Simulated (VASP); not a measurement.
Wanted: the native input for a VASP 6.6.1 run.

```yaml
Task: single point
Functional: LDA
Potentials_or_basis: VASP PAW LDA potentials, release 64 (Ag, Br)
Cutoff: 500 eV
k_mesh: 7 × 7 × 7
Occupations: fermi-dirac, width 0.03 eV
Spin: no spin polarisation
Dipole_correction: no
Further_INCAR_settings: ALGO = Normal; EDIFF = 1e-06; NBANDS = 16
```

The structure of AgBr lies in POSCAR:

```
AgBr
1.0
    0.0000000000      2.8666799533      2.8666799533
    2.8666799533      0.0000000000      2.8666799533
    2.8666799533      2.8666799533      0.0000000000
Ag Br
1 1
Direct
    0.5000000000      0.5000000000      0.5000000000
    0.0000000000      0.0000000000      0.0000000000
```

This cell differs from its parent crystal: volume scaled by 0.98.

These files were run (other wordings do the same):

INCAR

```
ALGO = Normal
EDIFF = 1E-6
ENCUT = 500
GGA_COMPAT = False
ISIF = 2
ISMEAR = -1
LASPH = True
LCHARG = False
LREAL = False
LWAVE = False
NBANDS = 16
NELM = 120
PREC = Accurate
SIGMA = 0.03
```

KPOINTS

```
k-points
0
Gamma
  7 7 7
```

Potentials or basis: VASP PAW LDA potentials, release 64 (Ag, Br).

The run is started by

```sh
$ cat potpaw_LDA.64/Ag/POTCAR potpaw_LDA.64/Br/POTCAR > POTCAR
$ mpirun -np 1 vasp_std > vasp.out
```

It gave:

```
Pressure               : -4.0 GPa
Band gap on the k mesh : 0.48 eV, indirect (least direct gap 2.35 eV)
```

It took 8.4 s on 1 thread of AMD EPYC 9R45 96-Core Processor (Zen 5), on a shared host, peak memory 0.12 GiB.
